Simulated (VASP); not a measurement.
# CaS (Fm-3m) in VASP: a series of runs

Aim: see how the results for CaS move with the level of theory and the settings. Levels: PBE-based screened hybrid with 50 % exact exchange, r2SCAN50, r2SCAN0. Tasks: single point.

Everything below comes from runs of VASP 6.6.1. Logs are shortened: lines on timing, memory, paths and dates and some standing lists are left out, and cuts for length are marked.

### Step 1. The cell of the first run

Symmetry: Fm-3m, No. 225, cubic system. The conventional cell has a = 5.686 Å, b = 5.686 Å, c = 5.686 Å, α = 90.00°, β = 90.00°, γ = 90.00°. Within 3.7 Å of Ca (site symmetry m-3m) lie 6 S at 2.84 Å. S (site symmetry m-3m) has 6 Ca at 2.84 Å within 3.7 Å.

### Step 2. Single point, PBE-based screened hybrid with 50 % exact exchange

Contents of POSCAR:

```
CaS
1.0
    0.0000000000      2.8430011916      2.8430011916
    2.8430011916      0.0000000000      2.8430011916
    2.8430011916      2.8430011916      0.0000000000
Ca S
1 1
Direct
    0.5000000000      0.5000000000      0.5000000000
    0.0000000000      0.0000000000      0.0000000000
```

Contents of INCAR.step1:

```
  ALGO = Normal
  EDIFF = 1E-5
  ENCUT = 400
  GGA = PE
  GGA_COMPAT = F
  ISIF = 2
  ISMEAR = 0
  LASPH = T
  LCHARG = F
  LREAL = F
  LWAVE = T
  NBANDS = 15
  NELM = 120
  PREC = Accurate
  SIGMA = 0.05
```

Contents of INCAR.step2:

```
  AEXX = 0.5
  ALGO = Normal
  EDIFF = 1E-6
  ENCUT = 400
  GGA = PE
  GGA_COMPAT = F
  HFSCREEN = 0.20787
  ISIF = 2
  ISMEAR = 0
  ISTART = 1
  LASPH = T
  LCHARG = F
  LHFCALC = T
  LREAL = F
  LWAVE = F
  NBANDS = 15
  NELM = 120
  PREC = Accurate
  PRECFOCK = Normal
  SIGMA = 0.05
```

Contents of KPOINTS:

```
k-points
0
Gamma
  4 4 4
```

Potentials or basis: VASP PAW PBE potentials, release 64 (Ca_sv, S).

Command:

```sh
$ cat potpaw_PBE.64/Ca_sv/POTCAR potpaw_PBE.64/S/POTCAR > POTCAR
$ cp INCAR.step1 INCAR
$ mpirun -np 1 vasp_std > vasp.out
$ cp INCAR.step2 INCAR
$ mpirun -np 1 vasp_std > vasp.out
```

OUTCAR:

```text
AEXX = 0.5
   EDIFF = 1E-6
   ENCUT = 400
   GGA = PE
   HFSCREEN = 0.20787
   ISIF = 2
   ISMEAR = 0
   ISTART = 1
   LASPH = T
   LHFCALC = T
   LREAL = F
   NELM = 120
   PREC = Accurate
   PRECFOCK = Normal

 ion  position               nearest neighbor table
   1  0.500  0.500  0.500-   2 2.84   2 2.84   2 2.84   2 2.84   2 2.84   2 2.84
   2  0.000  0.000  0.000-   1 2.84   1 2.84   1 2.84   1 2.84   1 2.84   1 2.84

  LATTYP: Found a face centered cubic cell.
 ALAT       =     5.6860023832

  Lattice vectors:

 A1 = (   0.0000000000,   2.8430011916,   2.8430011916)
 A2 = (   2.8430011916,   0.0000000000,   2.8430011916)
 A3 = (   2.8430011916,   2.8430011916,   0.0000000000)

Analysis of symmetry for initial positions (statically):
=====================================================================
 Subroutine PRICEL returns:
 Original cell was already a primitive cell.

 Routine SETGRP: Setting up the symmetry group for a
 face centered cubic supercell.

 Subroutine GETGRP returns: Found 48 space group operations
 (whereof 48 operations were pure point group operations)
 out of a pool of 48 trial point group operations.

The static configuration has the point symmetry O_h .

Analysis of symmetry for dynamics (positions and initial velocities):
=====================================================================
 Subroutine PRICEL returns:
 Original cell was already a primitive cell.

 Routine SETGRP: Setting up the symmetry group for a
 face centered cubic supercell.

 Subroutine GETGRP returns: Found 48 space group operations
 (whereof 48 operations were pure point group operations)
 out of a pool of 48 trial point group operations.

The dynamic configuration has the point symmetry O_h .

 Subroutine INISYM returns: Found 48 space group operations
 (whereof 48 operations are pure point group operations),
 and found     1 'primitive' translations

----------------------------------------------------------------------------------------

                                     Primitive cell

  volume of cell :      45.9580

  direct lattice vectors                    reciprocal lattice vectors
     0.000000000  2.843001192  2.843001192    -0.175870486  0.175870486  0.175870486
     2.843001192  0.000000000  2.843001192     0.175870486 -0.175870486  0.175870486
     2.843001192  2.843001192  0.000000000     0.175870486  0.175870486 -0.175870486

  length of vectors
     4.020610843  4.020610843  4.020610843     0.304616617  0.304616617  0.304616617

  position of ions in fractional coordinates (direct lattice)
     0.500000000  0.500000000  0.500000000
     0.000000000  0.000000000  0.000000000

  ion indices of the primitive-cell ions
   primitive index   ion index
                 1           1
                 2           2

----------------------------------------------------------------------------------------

 KPOINTS: k-points

Automatic generation of k-mesh.
 Grid dimensions read from file:
 generate k-points for:    4    4    4

 Generating k-lattice:

  Cartesian coordinates                     Fractional coordinates (reciprocal lattice)
    -0.043967621  0.043967621  0.043967621     0.250000000  0.000000000  0.000000000
     0.043967621 -0.043967621  0.043967621     0.000000000  0.250000000  0.000000000
     0.043967621  0.043967621 -0.043967621     0.000000000  0.000000000  0.250000000

  Length of vectors
     0.076154154  0.076154154  0.076154154

  Shift w.r.t. Gamma in fractional coordinates (k-lattice)
     0.000000000  0.000000000  0.000000000

 Subroutine IBZKPT returns following result:
 ===========================================

 Found      8 irreducible k-points:

 Following reciprocal coordinates:
            Coordinates               Weight
  0.000000  0.000000  0.000000      1.000000
  0.250000  0.000000  0.000000      8.000000
  0.500000  0.000000  0.000000      4.000000
  0.250000  0.250000  0.000000      6.000000
  0.500000  0.250000  0.000000     24.000000
 -0.250000  0.250000  0.000000     12.000000
  0.500000  0.500000  0.000000      3.000000
 -0.250000  0.500000  0.250000      6.000000
   k-points           NKPTS =      8   k-points in BZ     NKDIM =     64   number of bands    NBANDS=     15
   number of dos      NEDOS =    301   number of ions     NIONS =      2
   total plane-waves  NPLWV =  21952
   dimension x,y,z NGX =    28 NGY =   28 NGZ =   28
   dimension x,y,z NGXF=    56 NGYF=   56 NGZF=   56
   ions per type =               1   1
   NGX,Y,Z   is equivalent  to a cutoff of  11.58, 11.58, 11.58 a.u.
   NGXF,Y,Z  is equivalent  to a cutoff of  23.16, 23.16, 23.16 a.u.
 SYSTEM =  unknown system
   PREC   = accura    normal or accurate (medium, high low for compatibility)
   ISTART =      1    job   : 0-new  1-cont  2-samecut
   ICHARG =      0    charge: 1-file 2-atom 10-const
   ISPIN  =      1    spin polarized calculation?
   LNONCOLLINEAR =      F non collinear calculations
   LSORBIT =      F    spin-orbit coupling
   LASPH  =      T    aspherical Exc in radial PAW
   ENCUT  =  400.0 eV  29.40 Ry    5.42 a.u.   6.56  6.56  6.56*2*pi/ulx,y,z
   NELM   =    120;   NELMIN=  2; NELMDL=  0     # of ELM steps
   EDIFF  = 0.1E-05   stopping-criterion for ELM
   LREAL  =      F    real-space projection
   EDIFFG = 0.1E-04   stopping-criterion for IOM
   NSW    =      0    number of steps for IOM
   IBRION =     -1    ionic relax: 0-MD 1-quasi-New 2-CG
   NFREE  =      0    steps in history (QN), initial steepest desc. (CG)
   ISIF   =      2    stress and relaxation
   ISYM   =      3    0-nonsym 1-usesym 2-fastsym
   POTIM  = 0.5000    time-step for ionic-motion
   TEBEG  =    0.0;   TEEND  =   0.0 temperature during run
   PSTRESS=    0.0 pullay stress
   NELECT =      16.0000    total number of electrons
   NUPDOWN=      -1.0000    fix difference up-down
   EMIN   =  10.00;   EMAX   =-10.00  energy-range for DOS
   EFERMI =   0.00;   METHOD = LEGACY
   ISMEAR =     0;   SIGMA  =   0.05  broadening in eV -4-tet -1-fermi 0-gaus
   EFERMI_NEDOS =   21; number of points for ismear=-14 and -15
   IALGO  =     38    algorithm
   IMIX   =      1    mixing-type and parameters
     AMIX     =   0.40;   BMIX     =  1.00
     AMIX_MAG =   1.60;   BMIX_MAG =  1.00
  volume/ion in A,a.u.               =      22.98       155.07
  Fermi-wavevector in a.u.,A,eV,Ry     =   1.151669  2.176339 18.045980  1.326342
  Thomas-Fermi vector in A             =   2.288325
   LORBIT       =      0    0 simple, 1 ext, 2 COOP (PROOUT), +10 PAW based schemes
   GGA     = PE    functional components
   LHFCALC =     T    Hartree Fock is set to
   PRECFOCK=normal    Normal, Fast or Accurate (Low or Medium for compatibility)
   ENCUT4O =  -1.0   cutoff for four orbital integrals eV
   NKREDX  =     1    reduce k-point grid by
   NKREDY  =     1    reduce k-point grid by
   NKREDZ  =     1    reduce k-point grid by
   AEXX    =    0.5000 exact exchange contribution
   HFSCREEN=    0.2079 screening length (either q_TF or 0.3 A-1)
   HFSCREENC=   0.2079 screening length for correlation (either q_TF or 0.3 A-1)
   ENCUTFOCK=  -1.0 apply spherical cutoff to Coloumb kernel
   IVDW    =     0    specifies the selected vdW correction
   LEPSILON=     F    determine dielectric tensor
   LRPA    =     F    only Hartree local field effects (RPA)
 non-spin polarized calculation
 Gauss-broadening in eV      SIGMA  =   0.05
  energy-cutoff  :      400.00
  volume of cell :       45.96
 maximum number of plane-waves:       869
 NGX is ok and might be reduce to    28
  NGX = 20; NGY = 20; NGZ = 20

 number of electron      16.0000000 magnetization

 Free energy of the ion-electron system (eV)
  ---------------------------------------------------
  ext. energy  EPLUGINS =         0.00000000
  ---------------------------------------------------
  free energy    TOTEN  =       -13.02427112 eV

  energy without entropy =      -13.02427112  energy(sigma->0) =      -13.02427112

 E-fermi :   1.6875     XC(G=0):  -6.1966

 val. band max:        1.4455690316   @ k =   0.0000   0.0000   0.0000
 cond. band min:       5.9314113740   @ k =   0.5000   0.5000   0.0000
 fundamental gap:      4.4858423424
 Fermi energy:         1.6875272085

 k-point     1 :       0.0000    0.0000    0.0000
  band No.  band energies     occupation
      1     -43.5818      2.00000
      2     -21.6193      2.00000
      3     -21.6193      2.00000
      4     -21.6193      2.00000
      5     -12.2233      2.00000
      6       1.4456      2.00000
      7       1.4456      2.00000
      8       1.4456      2.00000
      9       7.7588      0.00000
     10       8.2724      0.00000
     11       8.2724      0.00000
     12       8.2724      0.00000
     13       9.0574      0.00000
     14       9.0574      0.00000
     15      14.5274      0.00000

 k-point     2 :       0.2500    0.0000    0.0000
  band No.  band energies     occupation
      1     -43.5752      2.00000
      2     -21.7264      2.00000
      3     -21.6240      2.00000
      4     -21.6240      2.00000
      5     -11.7431      2.00000
      6      -0.6441      2.00000
      7       0.7327      2.00000
      8       0.7327      2.00000
      9       8.1024      0.00000
     10       9.2911      0.00000
     11       9.2911      0.00000
     12      10.2833      0.00000
     13      10.6928      0.00000
     14      10.6928      0.00000
     15      15.0382      0.00000
[... 77 lines left out ...]
      3     -21.6776      2.00000
      4     -21.6776      2.00000
      5     -11.4265      2.00000
      6      -1.3410      2.00000
      7       0.4470      2.00000
      8       0.4470      2.00000
      9       5.9314      0.00000
     10       9.7311      0.00000
     11      10.2178      0.00000
     12      11.7853      0.00000
     13      11.9457      0.00000
     14      11.9457      0.00000
     15      14.5422      0.00000

 k-point     8 :      -0.2500    0.5000    0.2500
  band No.  band energies     occupation
      1     -43.5642      2.00000
      2     -21.7219      2.00000
      3     -21.7219      2.00000
      4     -21.6894      2.00000
      5     -11.2813      2.00000
      6      -0.6851      2.00000
      7      -0.6851      2.00000
      8      -0.3513      2.00000
      9       8.9307      0.00000
     10       8.9307      0.00000
     11      10.2109      0.00000
     12      11.3204      0.00000
     13      11.9628      0.00000
     14      14.1364      0.00000
     15      14.2350      0.00000

------------------------ aborting loop because EDIFF is reached ----------------------------------------

  FORCE on cell =-STRESS in cart. coord.  units (eV):
  Direction    XX          YY          ZZ          XY          YZ          ZX
  --------------------------------------------------------------------------------------
  -------------------------------------------------------------------------------------
  Total        0.0648821      0.0648821      0.0648821      0.0000000     -0.0000000      0.0000000
  in kB        2.2619051      2.2619051      2.2619051      0.0000000     -0.0000000      0.0000000
  external PRESSURE =       2.2619051 kB  Pullay stress =       0.0000000 kB

 VOLUME and BASIS-vectors are now :
 -----------------------------------------------------------------------------
  energy-cutoff  :      400.00
  volume of cell :       45.96
      direct lattice vectors                 reciprocal lattice vectors
     0.000000000  2.843001192  2.843001192    -0.175870486  0.175870486  0.175870486
     2.843001192  0.000000000  2.843001192     0.175870486 -0.175870486  0.175870486
     2.843001192  2.843001192  0.000000000     0.175870486  0.175870486 -0.175870486

 POSITION                                       TOTAL-FORCE (eV/Angst)
 -----------------------------------------------------------------------------------
      2.84300      2.84300      2.84300         0.000000     -0.000000      0.000000
      0.00000      0.00000      0.00000         0.000000      0.000000      0.000000
 -----------------------------------------------------------------------------------
    total drift:                               -0.000000     -0.000000     -0.000000

  FREE ENERGIE OF THE ION-ELECTRON SYSTEM (eV)
  ---------------------------------------------------
  free  energy   TOTEN  =       -13.0242711171 eV

  energy  without entropy=      -13.0242711171  energy(sigma->0) =      -13.02427112
```

Run time: 4.8 min. Hardware: 1 thread of AMD EPYC 7R43 (Zen 3), shared host; peak memory 0.23 GiB.

Results:

```
Free energy            : -13.0243 eV
Pressure               : 0.2 GPa
Band gap on the k mesh : 4.49 eV (least direct gap 5.48 eV)
```

Caveat: the k points lie up to 0.48 Å⁻¹ apart; the PAW data sets were made with another functional, which shifts forces and pressure a little. A k mesh can miss the band edges.

[end of part 1 of 2]
